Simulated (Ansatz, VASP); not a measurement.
**Sb: VASP beside Ansatz**

```
CELL_PARAMETERS angstrom
3.35453 0.00000 0.00000
-1.67727 2.90511 0.00000
0.00000 0.00000 5.47016
ATOMIC_POSITIONS crystal
Sb 0.66667 0.33333 0.75000
Sb 0.33333 0.66667 0.25000
```

Alike in both runs: functional HSE06; k mesh 6 × 6 × 4; occupations fermi-dirac, width 0.05 eV; no spin polarisation.

```csv
,VASP,Ansatz
version,VASP 6.6.1,Ansatz 0.2.0
potentials or method,"VASP PAW PBE potentials, release 64 (Sb)",Ansatz PAW
plane-wave cutoff (eV),520,420
valence electrons in the cell,10,30
task,single point,band structure
```

```csv
,VASP,Ansatz,Ansatz less VASP
gap on the k mesh at the Fermi level (eV),none,none,-
pressure (GPa),-1.5,-0.4,+1.09
"traceless stress, the component that is largest in VASP (GPa)",4.13,4.18,+0.045
```

A gap of «none» marks a metal or a gap that the smearing closes. VASP's potentials hold 10 valence electrons a cell and Ansatz's 30, so a difference there can come from the potentials and not from the codes.

The k mesh is coarse, so the values compare programs but aren't converged. Neither program's run includes spin-orbit coupling.
